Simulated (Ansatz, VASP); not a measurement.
**One calculation of Ga, two programs**

INCAR

```
SYSTEM = Ga
ALGO     = Normal         ! electronic algorithm
EDIFF    = 1E-7           ! SCF threshold, eV
ENCUT    = 520            ! plane-wave cutoff, eV
GGA      = PE             ! functional
ISIF     = 2              ! what is computed and relaxed
ISMEAR   = -1             ! smearing method
LASPH    = .TRUE.         ! aspherical terms in the spheres
LCHARG   = .FALSE.        ! write CHGCAR
LREAL    = .FALSE.        ! projectors in reciprocal space
LWAVE    = .FALSE.        ! write WAVECAR
NBANDS   = 20             ! bands
NELM     = 100            ! most SCF steps
PREC     = Accurate       ! precision mode
SIGMA    = 0.08           ! smearing width, eV
```

Contents of KPOINTS:

```
k-points
0
G
  12 12 10
  0 0 0
```

POSCAR

```
Ga
1.0
    1.4296750000     -4.0577500000     -0.0130750000
    1.4703250000      4.0722500000      0.0275750000
    0.0158500000      0.0158500000      3.1700000000
Ga
2
Direct
    0.8670000000      0.1330000000      0.2500000000
    0.1330000000      0.8670000000      0.7500000000
```

Input for Ansatz:

```yaml
crystal:
  lattice:
    - [1.429675, -4.05775, -0.013075]
    - [1.470325, 4.07225, 0.027575]
    - [0.01585, 0.01585, 3.17]
  atoms:
    - { symbol: Ga, position: [0.867, 0.133, 0.25] }
    - { symbol: Ga, position: [0.133, 0.867, 0.75] }
kpoints:
  mp_grid: { grid: [12, 12, 10] }
  band_path:
    path:
      - [0.0, 0.0, 0.0]
      - [0.5, -0.5, 0.0]
      - [0.0, 0.0, 0.5]
      - [0.0, 0.0, 0.0]
      - [0.0, -0.5, 0.0]
      - [-0.5, 0.0, -0.5]
      - [0.0, 0.0, 0.0]
      - [0.0, -0.5, -0.5]
      - [-0.5, 0.0, 0.0]
    npoints: 5
scf:
  occupations: { method: fermi_dirac, width: 0.08 }
hamiltonian:
  xc: pbe
  pseudopotentials: { kind: all_electron, lapw: { basis_error: 0.001 } }
output:
  forces: true
  stress: true
  eigenvalues: true
```

Change from the starting cell: equal xy, yz and zx shear strains of +1 %.

Alike in both runs: task single point; functional PBE; k mesh 12 × 12 × 10; occupations fermi-dirac, width 0.08 eV; no spin polarisation.

```csv
,VASP,Ansatz
version,VASP 6.6.1,Ansatz 0.2.0
potentials or method,"VASP PAW PBE potentials, release 64 (Ga_d), cutoff 520 eV","all-electron LAPW, scalar-relativistic"
```

Ansatz gave:

* pressure (GPa): 1.7
* traceless stress, the component that is largest in VASP (GPa): -2.38
* rms of the force components (eV/Å): 0.112

Problem. What did VASP give for the same quantities?

Solution. Pressure (GPa): 1.7; traceless stress, the component that is largest in VASP (GPa): -2.40; rms of the force components (eV/Å): 0.113.

Atom by atom the forces differ by 0.001 eV/Å (rms over components). Ansatz ran all-electron here, and VASP with PAW potentials.
